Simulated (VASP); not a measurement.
# Si7Ge (P-42m) in VASP: further runs

The runs below take Si7Ge through single point, with PBEsol.

All numbers are computed with VASP 6.6.1; they aren't measurements. Logs are shortened: lines on timing, memory, paths and dates and some standing lists are left out, and cuts for length are marked.

## 1. The cell of the first run

The structure is tetragonal, space group P-42m (No. 111). Conventional cell: a = 5.323 Å, b = 5.323 Å, c = 5.596 Å, α = 90.00°, β = 90.00°, γ = 90.00°. Within 3.1 Å of Si (site symmetry m) lie 3 Si at 2.34 Å and 1 Ge at 2.37 Å. Within 3.1 Å of Si (site symmetry 222) lie 4 Si at 2.34 Å. Si (site symmetry -42m) has 4 Si at 2.34 Å within 3.1 Å. Within 3.1 Å of Ge (site symmetry -42m) lie 4 Si at 2.37 Å.

## 2. Single point, PBEsol (strain -0.025 along x and y, +0.025 along z)

The input, INCAR:

```
ALGO = Normal ; EDIFF = 1E-7
ENCUT = 520 ; GGA = PS
ISIF = 2 ; ISMEAR = 0
LASPH = True ; LCHARG = True
LELF = True ; LREAL = False
LVHAR = True ; LWAVE = False
NBANDS = 31 ; NELM = 60
PREC = Accurate ; SIGMA = 0.03
```

The input, KPOINTS:

```
k-points
0
Gamma
  6 6 6
```

The input, POSCAR:

```
Si7Ge
1.0
    5.3226973898      0.0000000000      0.0000000000
    0.0000000000      5.3226973898      0.0000000000
    0.0000000000      0.0000000000      5.5956562302
Si Ge
7 1
Direct
    0.2525976818      0.2525976818      0.2525976818
    0.0000000000      0.5000000000      0.5000000000
    0.5000000000      0.5000000000      0.0000000000
    0.5000000000      0.0000000000      0.5000000000
    0.7474023182      0.2525976818      0.7474023182
    0.7474023182      0.7474023182      0.2525976818
    0.2525976818      0.7474023182      0.7474023182
    0.0000000000      0.0000000000      0.0000000000
```

Potentials or basis: VASP PAW PBE potentials, release 64 (Si, Ge_d).

Command:

```bash
$ cat potpaw_PBE.64/Si/POTCAR potpaw_PBE.64/Ge_d/POTCAR > POTCAR
$ mpirun -np 1 vasp_std > vasp.out
```

OUTCAR:

```text
EDIFF = 1E-7
   ENCUT = 520
   GGA = PS
   ISIF = 2
   ISMEAR = 0
   LASPH = True
   LREAL = False
   NELM = 60
   PREC = Accurate

 ion  position               nearest neighbor table
   1  0.253  0.253  0.253-   2 2.34   4 2.34   3 2.34   8 2.37
   2  0.000  0.500  0.500-   1 2.34   5 2.34   6 2.34   7 2.34
   3  0.500  0.500  0.000-   1 2.34   5 2.34   6 2.34   7 2.34
   4  0.500  0.000  0.500-   1 2.34   5 2.34   6 2.34   7 2.34
   5  0.747  0.253  0.747-   2 2.34   4 2.34   3 2.34   8 2.37
   6  0.747  0.747  0.253-   2 2.34   4 2.34   3 2.34   8 2.37
   7  0.253  0.747  0.747-   2 2.34   4 2.34   3 2.34   8 2.37
   8  0.000  0.000  0.000-   1 2.37   5 2.37   6 2.37   7 2.37

  LATTYP: Found a simple tetragonal cell.
 ALAT       =     5.3226973898
 C/A-ratio  =     1.0512820513

  Lattice vectors:

 A1 = (   5.3226973898,   0.0000000000,   0.0000000000)
 A2 = (   0.0000000000,   5.3226973898,   0.0000000000)
 A3 = (   0.0000000000,   0.0000000000,   5.5956562302)

Analysis of symmetry for initial positions (statically):
=====================================================================
 Subroutine PRICEL returns:
 Original cell was already a primitive cell.

 Routine SETGRP: Setting up the symmetry group for a
 simple tetragonal supercell.

 Subroutine GETGRP returns: Found  8 space group operations
 (whereof  8 operations were pure point group operations)
 out of a pool of 16 trial point group operations.

The static configuration has the point symmetry D_2d.

Analysis of symmetry for dynamics (positions and initial velocities):
=====================================================================
 Subroutine PRICEL returns:
 Original cell was already a primitive cell.

 Routine SETGRP: Setting up the symmetry group for a
 simple tetragonal supercell.

 Subroutine GETGRP returns: Found  8 space group operations
 (whereof  8 operations were pure point group operations)
 out of a pool of 16 trial point group operations.

The dynamic configuration has the point symmetry D_2d.

 Subroutine INISYM returns: Found  8 space group operations
 (whereof  8 operations are pure point group operations),
 and found     1 'primitive' translations

----------------------------------------------------------------------------------------

                                     Primitive cell
[... 107 lines left out ...]
   IBRION =     -1    ionic relax: 0-MD 1-quasi-New 2-CG
   NFREE  =      0    steps in history (QN), initial steepest desc. (CG)
   ISIF   =      2    stress and relaxation
   ISYM   =      2    0-nonsym 1-usesym 2-fastsym
   POTIM  = 0.5000    time-step for ionic-motion
   TEBEG  =    0.0;   TEEND  =   0.0 temperature during run
   PSTRESS=    0.0 pullay stress
   NELECT =      42.0000    total number of electrons
   NUPDOWN=      -1.0000    fix difference up-down
   EMIN   =  10.00;   EMAX   =-10.00  energy-range for DOS
   EFERMI =   0.00;   METHOD = LEGACY
   ISMEAR =     0;   SIGMA  =   0.03  broadening in eV -4-tet -1-fermi 0-gaus
   EFERMI_NEDOS =   21; number of points for ismear=-14 and -15
   IALGO  =     38    algorithm
   IMIX   =      4    mixing-type and parameters
     AMIX     =   0.40;   BMIX     =  1.00
     AMIX_MAG =   1.60;   BMIX_MAG =  1.00
  volume/ion in A,a.u.               =      19.82       133.73
  Fermi-wavevector in a.u.,A,eV,Ry     =   1.051445  1.986942 15.041727  1.105536
  Thomas-Fermi vector in A             =   2.186488
   LORBIT       =      0    0 simple, 1 ext, 2 COOP (PROOUT), +10 PAW based schemes
   GGA     = PS    functional components
   LHFCALC =     F    Hartree Fock is set to
   AEXX    =    0.0000 exact exchange contribution
   IVDW    =     0    specifies the selected vdW correction
   LEPSILON=     F    determine dielectric tensor
   LRPA    =     F    only Hartree local field effects (RPA)
 non-spin polarized calculation
 Gauss-broadening in eV      SIGMA  =   0.03
  energy-cutoff  :      520.00
  volume of cell :      158.53
 maximum number of plane-waves:      4294
 NGX is ok and might be reduce to    40
   NGX = 19   NGY = 19   NGZ = 21

 number of electron      41.9999987 magnetization

 Free energy of the ion-electron system (eV)
  ---------------------------------------------------
  ext. energy  EPLUGINS =         0.00000000
  ---------------------------------------------------
  free energy    TOTEN  =       -45.01400864 eV

  energy without entropy =      -45.01390693  energy(sigma->0) =      -45.01395779

 E-fermi :   6.0680     XC(G=0):  -9.7440

 val. band max:        6.0374819490   @ k =   0.0000   0.0000   0.0000
 cond. band min:       6.0899021714   @ k =   0.0000   0.0000   0.0000
 fundamental gap:      0.0524202224
 Fermi energy:         6.0679726844

 k-point     1 :       0.0000    0.0000    0.0000
  band No.  band energies     occupation
      1     -18.2089      2.00000
      2     -18.2087      2.00000
      3     -18.2087      2.00000
      4     -18.1825      2.00000
      5     -18.1785      2.00000
      6      -6.3633      2.00000
[... 805 lines left out ...]
     30      10.9276      0.00000
     31      11.0570      0.00000

 [... further k-points ...]

------------------------ aborting loop because EDIFF is reached ----------------------------------------

  FORCE on cell =-STRESS in cart. coord.  units (eV):
  Direction    XX          YY          ZZ          XY          YZ          ZX
  --------------------------------------------------------------------------------------
  -------------------------------------------------------------------------------------
  Total        4.1002293      4.1002293     -0.8453912      0.0000000     -0.0000000      0.0000000
  in kB       41.4385120     41.4385120     -8.5438524      0.0000000     -0.0000000      0.0000000
  external PRESSURE =      24.7777239 kB  Pullay stress =       0.0000000 kB

 VOLUME and BASIS-vectors are now :
 -----------------------------------------------------------------------------
  energy-cutoff  :      520.00
  volume of cell :      158.53
      direct lattice vectors                 reciprocal lattice vectors
     5.322697390  0.000000000  0.000000000     0.187874667  0.000000000  0.000000000
     0.000000000  5.322697390  0.000000000     0.000000000  0.187874667  0.000000000
     0.000000000  0.000000000  5.595656230     0.000000000  0.000000000  0.178710049

 POSITION                                       TOTAL-FORCE (eV/Angst)
 -----------------------------------------------------------------------------------
      1.34450      1.34450      1.41345         0.004617      0.004617     -0.018818
      0.00000      2.66135      2.79783        -0.000000      0.000000      0.000000
      2.66135      2.66135      0.00000        -0.000000      0.000000      0.000000
      2.66135      0.00000      2.79783        -0.000000      0.000000      0.000000
      3.97820      1.34450      4.18221        -0.004617      0.004617      0.018818
      3.97820      3.97820      1.41345        -0.004617     -0.004617     -0.018818
      1.34450      3.97820      4.18221         0.004617     -0.004617      0.018818
      0.00000      0.00000      0.00000        -0.000000      0.000000      0.000000
 -----------------------------------------------------------------------------------
    total drift:                                0.000000      0.000000     -0.000000

  FREE ENERGIE OF THE ION-ELECTRON SYSTEM (eV)
  ---------------------------------------------------
  free  energy   TOTEN  =       -45.0140086449 eV

  energy  without entropy=      -45.0139069324  energy(sigma->0) =      -45.01395779
```

stdout:

```text
POSCAR found type information on POSCAR SiGe
 POSCAR found :  2 types and       8 ions
 scaLAPACK will be used
 -----------------------------------------------------------------------------
|                                                                             |
|                                                                             |
|     You enforced a specific xc type in the INCAR file but a different       |
|     I HOPE YOU KNOW WHAT YOU ARE DOING!                                     |
|                                                                             |
 -----------------------------------------------------------------------------

 LDA part: xc-table for (Slater+PW92), standard interpolation
 POSCAR, INCAR and KPOINTS ok, starting setup
 FFT: planning ... GRIDC
 FFT: planning ... GRID_SOFT
 FFT: planning ... GRID
 WAVECAR not read
 entering main loop
```

Wall time 2.8 min (1 thread of AMD EPYC 9R14 (Zen 4), shared host); peak memory 0.31 GiB.

What came out:

```
Free energy            : -45.0140 eV
Pressure               : 2.5 GPa
Largest force          : 0.020 eV/Å
Band gap on the k mesh : 0.05 eV
```

Forces in eV/Å, atoms in the order of the input:
```
Si   0.005  0.005 -0.019
Si   0.000  0.000  0.000
Si   0.000  0.000  0.000
Si   0.000  0.000  0.000
Si  -0.005  0.005  0.019
Si  -0.005 -0.005 -0.019
Si   0.005 -0.005  0.019
Ge   0.000  0.000  0.000
```

Stress tensor (GPa, compression positive):
```
 4.14  0.00  0.00
 0.00  4.14  0.00
 0.00  0.00 -0.85
```

Caveat: the cell differs from its parent crystal (strain -0.025 along x and y, +0.025 along z); the PAW data sets were made with another functional, which shifts forces and pressure a little. A k mesh can miss the band edges.

(Part 1 of 2 ends here.)
